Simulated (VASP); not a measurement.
# MoS2 (P6_3/mmc) in VASP: notebook

MoS2 is run at these levels: BLYP, revPBE+D3(BJ), PBEsol; tasks: single point, relaxation of cell and atoms.

Program: VASP 6.6.1. These are calculated values, not measurements. Logs are shortened: lines on timing, memory, paths and dates and some standing lists are left out, and cuts for length are marked.

**Measured values to compare with.**

From “Multiwavelength excitation Raman Scattering Analysis of bulk and 2 dimensional MoS2: Vibrational properties of atomically thin MoS2 layers”, 2015, arxiv:1506.03228, for a bulk crystal of MoS2 at 300 K: band gap 1.3 eV (indirect).

How close the calculation comes is told below.

## Step 1: The cell of the first run

It takes space group P6_3/mmc (No. 194, hexagonal). The conventional cell has a = 3.263 Å, b = 3.263 Å, c = 19.170 Å, α = 90.00°, β = 90.00°, γ = 120.00°. Within 3.3 Å of Mo (site symmetry -6m2) lie 6 S at 2.45 Å and 6 Mo at 3.26 Å. S (site symmetry 3m) has 3 Mo at 2.45 Å and 7 S at 3.13 to 3.26 Å within 3.3 Å.

## Step 2: Single point, BLYP

Input file INCAR:

```
SYSTEM = MoS2
  PREC = Accurate
  ENCUT = 520
  EDIFF = 1E-6
  ISMEAR = -1
  SIGMA = 0.05
  LREAL = .False.
  LASPH = .True.
  NELM = 60
  ALGO = Normal
  ISIF = 2
  LWAVE = .False.
  LCHARG = .True.
  GGA = B5
  ALDAX = 1.0
  AGGAX = 1.0
  AGGAC = 1.0
  ALDAC = 0.0
  LELF = .True.
  LVHAR = .True.
  NBANDS = 35
```

Input file KPOINTS:

```
Automatic mesh
0
Gamma
  10 10 3
  0 0 0
```

Input file POSCAR:

```
MoS2
1.0
    3.2625161848      0.0000000000      0.0000000000
   -1.6312580924      2.8254218963      0.0000000000
    0.0000000000      0.0000000000     19.1703819684
Mo S
2 4
Direct
    0.6666666667      0.3333333333      0.7500000000
    0.3333333333      0.6666666667      0.2500000000
    0.6666666667      0.3333333333      0.3316539883
    0.3333333333      0.6666666667      0.8316539883
    0.6666666667      0.3333333333      0.1683460117
    0.3333333333      0.6666666667      0.6683460117
```

Potentials or basis: VASP PAW PBE potentials, release 64 (Mo_sv, S).

Started as:

```
$ cat potpaw_PBE.64/Mo_sv/POTCAR potpaw_PBE.64/S/POTCAR > POTCAR
$ mpirun -np 1 vasp_std > vasp.out
```

OUTCAR:

```text
SYSTEM = MoS2
   PREC = Accurate
   ENCUT = 520
   EDIFF = 1E-6
   ISMEAR = -1
   LREAL = .False.
   LASPH = .True.
   NELM = 60
   ISIF = 2
   GGA = B5

 ion  position               nearest neighbor table
   1  0.667  0.333  0.750-   4 2.45   6 2.45   4 2.45   6 2.45   4 2.45   6 2.45
   2  0.333  0.667  0.250-   3 2.45   5 2.45   3 2.45   5 2.45   3 2.45   5 2.45
   3  0.667  0.333  0.332-   2 2.45   2 2.45   2 2.45
   4  0.333  0.667  0.832-   1 2.45   1 2.45   1 2.45
   5  0.667  0.333  0.168-   2 2.45   2 2.45   2 2.45
   6  0.333  0.667  0.668-   1 2.45   1 2.45   1 2.45

  LATTYP: Found a hexagonal cell.
 ALAT       =     3.2625161848
 C/A-ratio  =     5.8759499976

  Lattice vectors:

 A1 = (   3.2625161848,   0.0000000000,   0.0000000000)
 A2 = (  -1.6312580924,   2.8254218963,   0.0000000000)
 A3 = (   0.0000000000,   0.0000000000,  19.1703819684)

Analysis of symmetry for initial positions (statically):
=====================================================================
 Subroutine PRICEL returns:
 Original cell was already a primitive cell.

 Routine SETGRP: Setting up the symmetry group for a
 hexagonal supercell.

 Subroutine GETGRP returns: Found 24 space group operations
 (whereof 12 operations were pure point group operations)
 out of a pool of 24 trial point group operations.

The static configuration has the point symmetry D_3d.
 The point group associated with its full space group is D_6h.

Analysis of symmetry for dynamics (positions and initial velocities):
=====================================================================
 Subroutine PRICEL returns:
 Original cell was already a primitive cell.

 Routine SETGRP: Setting up the symmetry group for a
 hexagonal supercell.

 Subroutine GETGRP returns: Found 24 space group operations
 (whereof 12 operations were pure point group operations)
 out of a pool of 24 trial point group operations.

The dynamic configuration has the point symmetry D_3d.
 The point group associated with its full space group is D_6h.

 Subroutine INISYM returns: Found 24 space group operations
 (whereof 12 operations are pure point group operations),
 and found     1 'primitive' translations

----------------------------------------------------------------------------------------

                                     Primitive cell

  volume of cell :     176.7123

  direct lattice vectors                    reciprocal lattice vectors
     3.262516185  0.000000000  0.000000000     0.306511889  0.176964722  0.000000000
    -1.631258092  2.825421896  0.000000000     0.000000000  0.353929444  0.000000000
     0.000000000  0.000000000 19.170381968     0.000000000  0.000000000  0.052163802

  length of vectors
     3.262516185  3.262516185 19.170381968     0.353929444  0.353929444  0.052163802

  position of ions in fractional coordinates (direct lattice)
     0.666666667  0.333333333  0.750000000
     0.333333333  0.666666667  0.250000000
     0.666666667  0.333333333  0.331653988
     0.333333333  0.666666667  0.831653988
     0.666666667  0.333333333  0.168346012
     0.333333333  0.666666667  0.668346012

  ion indices of the primitive-cell ions
   primitive index   ion index
                 1           1
                 2           2
                 3           3
                 4           4
                 5           5
                 6           6

----------------------------------------------------------------------------------------

 KPOINTS: Automatic mesh

Automatic generation of k-mesh.
 Grid dimensions read from file:
 generate k-points for:   10   10    3

 Generating k-lattice:

  Cartesian coordinates                     Fractional coordinates (reciprocal lattice)
     0.030651189  0.017696472  0.000000000     0.100000000 -0.000000000  0.000000000
     0.000000000  0.035392944  0.000000000     0.000000000  0.100000000  0.000000000
     0.000000000  0.000000000  0.017387934     0.000000000  0.000000000  0.333333333

  Length of vectors
     0.035392944  0.035392944  0.017387934

  Shift w.r.t. Gamma in fractional coordinates (k-lattice)
     0.000000000  0.000000000  0.000000000

 Subroutine IBZKPT returns following result:
 ===========================================

 Found     28 irreducible k-points:

 Following reciprocal coordinates:
            Coordinates               Weight
  0.000000  0.000000  0.000000      1.000000
  0.100000 -0.000000  0.000000      6.000000
  0.200000 -0.000000  0.000000      6.000000
  0.300000  0.000000  0.000000      6.000000
  0.400000 -0.000000  0.000000      6.000000
  0.500000  0.000000  0.000000      3.000000
[... 16 lines left out ...]
  0.300000  0.100000  0.333333     24.000000
  0.400000  0.100000  0.333333     24.000000
 [... further k-points ...]
   k-points           NKPTS =     28   k-points in BZ     NKDIM =     28   number of bands    NBANDS=     35
   number of dos      NEDOS =    301   number of ions     NIONS =      6
   total plane-waves  NPLWV =  82944
   dimension x,y,z NGX =    24 NGY =   24 NGZ =  144
   dimension x,y,z NGXF=    48 NGYF=   48 NGZF=  288
   ions per type =               2   4
   NGX,Y,Z   is equivalent  to a cutoff of  12.23, 12.23, 12.49 a.u.
   NGXF,Y,Z  is equivalent  to a cutoff of  24.46, 24.46, 24.98 a.u.
 SYSTEM =  MoS2
   PREC   = accura    normal or accurate (medium, high low for compatibility)
   ISTART =      0    job   : 0-new  1-cont  2-samecut
   ICHARG =      2    charge: 1-file 2-atom 10-const
   ISPIN  =      1    spin polarized calculation?
   LNONCOLLINEAR =      F non collinear calculations
   LSORBIT =      F    spin-orbit coupling
   LASPH  =      T    aspherical Exc in radial PAW
   ENCUT  =  520.0 eV  38.22 Ry    6.18 a.u.   6.07  6.07 35.64*2*pi/ulx,y,z
   NELM   =     60;   NELMIN=  2; NELMDL= -5     # of ELM steps
   EDIFF  = 0.1E-05   stopping-criterion for ELM
   LREAL  =      F    real-space projection
   EDIFFG = 0.1E-04   stopping-criterion for IOM
   NSW    =      0    number of steps for IOM
   IBRION =     -1    ionic relax: 0-MD 1-quasi-New 2-CG
   NFREE  =      0    steps in history (QN), initial steepest desc. (CG)
   ISIF   =      2    stress and relaxation
   ISYM   =      2    0-nonsym 1-usesym 2-fastsym
   POTIM  = 0.5000    time-step for ionic-motion
   TEBEG  =    0.0;   TEEND  =   0.0 temperature during run
   PSTRESS=    0.0 pullay stress
   NELECT =      52.0000    total number of electrons
   NUPDOWN=      -1.0000    fix difference up-down
   EMIN   =  10.00;   EMAX   =-10.00  energy-range for DOS
   EFERMI =   0.00;   METHOD = LEGACY
   ISMEAR =    -1;   SIGMA  =   0.05  broadening in eV -4-tet -1-fermi 0-gaus
   EFERMI_NEDOS =   21; number of points for ismear=-14 and -15
   IALGO  =     38    algorithm
   IMIX   =      4    mixing-type and parameters
     AMIX     =   0.40;   BMIX     =  1.00
     AMIX_MAG =   1.60;   BMIX_MAG =  1.00
  volume/ion in A,a.u.               =      29.45       198.75
  Fermi-wavevector in a.u.,A,eV,Ry     =   1.088898  2.057718 16.132400  1.185698
  Thomas-Fermi vector in A             =   2.225089
   LORBIT       =      0    0 simple, 1 ext, 2 COOP (PROOUT), +10 PAW based schemes
   GGA     = B5    functional components
   LHFCALC =     F    Hartree Fock is set to
   AEXX    =    0.0000 exact exchange contribution
   IVDW    =     0    specifies the selected vdW correction
   LEPSILON=     F    determine dielectric tensor
   LRPA    =     F    only Hartree local field effects (RPA)
 non-spin polarized calculation
  energy-cutoff  :      520.00
  volume of cell :      176.71
 maximum number of plane-waves:      4812
   NGX = 13   NGY = 13   NGZ = 71

 number of electron      52.0000005 magnetization

 Free energy of the ion-electron system (eV)
  ---------------------------------------------------
  ext. energy  EPLUGINS =         0.00000000
  ---------------------------------------------------
  free energy    TOTEN  =       -38.81257567 eV

  energy without entropy =      -38.81257551  energy(sigma->0) =      -38.81257559

 E-fermi :   2.9502     XC(G=0):  -7.1042

 val. band max:        2.2907378036   @ k =   0.0000   0.0000   0.0000
 cond. band min:       3.6850289102   @ k =   0.3000   0.3000   0.0000
 fundamental gap:      1.3942911066
 Fermi energy:         2.9501724951

 k-point     1 :       0.0000    0.0000    0.0000
  band No.  band energies     occupation
      1     -58.6612      2.00000
      2     -58.6612      2.00000
      3     -32.8604      2.00000
      4     -32.8604      2.00000
      5     -32.7427      2.00000
      6     -32.7427      2.00000
[... 27 lines left out ...]
     34       4.9015      0.00000
     35       7.3207      0.00000

 k-point     2 :       0.1000   -0.0000    0.0000
  band No.  band energies     occupation
      1     -58.6587      2.00000
      2     -58.6586      2.00000
      3     -32.8552      2.00000
      4     -32.8552      2.00000
      5     -32.7700      2.00000
      6     -32.7700      2.00000
[... 27 lines left out ...]
     34       4.9217      0.00000
     35       7.6295      0.00000

 k-point     3 :       0.2000   -0.0000    0.0000
  band No.  band energies     occupation
      1     -58.6520      2.00000
      2     -58.6520      2.00000
      3     -32.8414      2.00000
      4     -32.8414      2.00000
      5     -32.8411      2.00000
      6     -32.8411      2.00000
[... 27 lines left out ...]
     34       5.3987      0.00000
     35       8.1784      0.00000

 k-point     4 :       0.3000    0.0000    0.0000
  band No.  band energies     occupation
      1     -58.6437      2.00000
      2     -58.6437      2.00000
      3     -32.9278      2.00000
      4     -32.9278      2.00000
      5     -32.8244      2.00000
      6     -32.8244      2.00000
[... 27 lines left out ...]
     34       5.8309      0.00000
     35       8.7957      0.00000

 k-point     5 :       0.4000   -0.0000    0.0000
  band No.  band energies     occupation
      1     -58.6371      2.00000
      2     -58.6371      2.00000
      3     -32.9971      2.00000
      4     -32.9971      2.00000
      5     -32.8107      2.00000
      6     -32.8107      2.00000
[... 638 lines left out ...]
 k-point    22 :       0.2000    0.1000    0.3333
  band No.  band energies     occupation
      1     -58.6466      2.00000
      2     -58.6466      2.00000
      3     -32.8914      2.00000
      4     -32.8914      2.00000
      5     -32.8303      2.00000
      6     -32.8303      2.00000
[... 27 lines left out ...]
     34       5.8402      0.00000
     35       8.6910      0.00000

 k-point    23 :       0.3000    0.1000    0.3333
  band No.  band energies     occupation
      1     -58.6391      2.00000
      2     -58.6391      2.00000
      3     -32.9643      2.00000
      4     -32.9643      2.00000
      5     -32.8149      2.00000
      6     -32.8149      2.00000
[... 27 lines left out ...]
     34       6.1259      0.00000
     35       9.2569      0.00000

 k-point    24 :       0.4000    0.1000    0.3333
  band No.  band energies     occupation
      1     -58.6345      2.00000
      2     -58.6345      2.00000
      3     -33.0089      2.00000
      4     -33.0089      2.00000
      5     -32.8234      2.00000
      6     -32.8234      2.00000
[... 27 lines left out ...]
     34       6.0945      0.00000
     35       8.5914      0.00000

 [... further k-points ...]

------------------------ aborting loop because EDIFF is reached ----------------------------------------

  FORCE on cell =-STRESS in cart. coord.  units (eV):
  Direction    XX          YY          ZZ          XY          YZ          ZX
  --------------------------------------------------------------------------------------
  -------------------------------------------------------------------------------------
  Total        0.0479039      0.0479039      0.0268574      0.0000000      0.0000000      0.0000000
  in kB        0.4343244      0.4343244      0.2435050      0.0000000      0.0000000      0.0000000
  external PRESSURE =       0.3707179 kB  Pullay stress =       0.0000000 kB

 VOLUME and BASIS-vectors are now :
 -----------------------------------------------------------------------------
  energy-cutoff  :      520.00
  volume of cell :      176.71
      direct lattice vectors                 reciprocal lattice vectors
     3.262516185  0.000000000  0.000000000     0.306511889  0.176964722  0.000000000
    -1.631258092  2.825421896  0.000000000     0.000000000  0.353929444  0.000000000
     0.000000000  0.000000000 19.170381968     0.000000000  0.000000000  0.052163802

 POSITION                                       TOTAL-FORCE (eV/Angst)
 -----------------------------------------------------------------------------------
      1.63126      0.94181     14.37779        -0.000000      0.000000      0.000000
     -0.00000      1.88361      4.79260         0.000000     -0.000000      0.000000
      1.63126      0.94181      6.35793         0.000000     -0.000000      0.008467
     -0.00000      1.88361     15.94312        -0.000000      0.000000      0.008467
      1.63126      0.94181      3.22726         0.000000     -0.000000     -0.008467
     -0.00000      1.88361     12.81245         0.000000      0.000000     -0.008467
 -----------------------------------------------------------------------------------
    total drift:                               -0.000000      0.000000     -0.000000

  FREE ENERGIE OF THE ION-ELECTRON SYSTEM (eV)
  ---------------------------------------------------
  free  energy   TOTEN  =       -38.8125756726 eV

  energy  without entropy=      -38.8125755146  energy(sigma->0) =      -38.81257559
```

Wall time 1.8 min (1 thread of Intel Xeon 6975P-C (Granite Rapids), shared host); peak memory 0.34 GiB.

What came out:

* Free energy: -38.8126 eV
* Pressure: 0.0 GPa
* Largest force: 0.008 eV/Å
* Band gap on the k mesh: 1.39 eV (least direct gap 1.71 eV)

Forces on the atoms (eV/Å):
```
Mo   0.000  0.000  0.000
Mo   0.000  0.000  0.000
S    0.000  0.000  0.008
S    0.000  0.000  0.008
S    0.000  0.000 -0.008
S    0.000  0.000 -0.008
```

Levels at points of the mesh, in eV from the valence-band top:
| k point | band 24 | band 25 | band 26 | band 27 | band 28 | band 29 |
| --- | --- | --- | --- | --- | --- | --- |
| (0.00, 0.00, 0.00) | -1.71 | -0.04 | 0.00 | 2.41 | 2.41 | 2.41 |
| (0.50, 0.00, 0.00) | -1.24 | -0.65 | -0.65 | 1.79 | 1.79 | 2.28 |

Caveat: the PAW data sets were made with another functional, which shifts forces and pressure a little; an odd mesh through Γ misses points on the zone boundary, where band edges can lie.

(Part 1 of 2 ends here.)
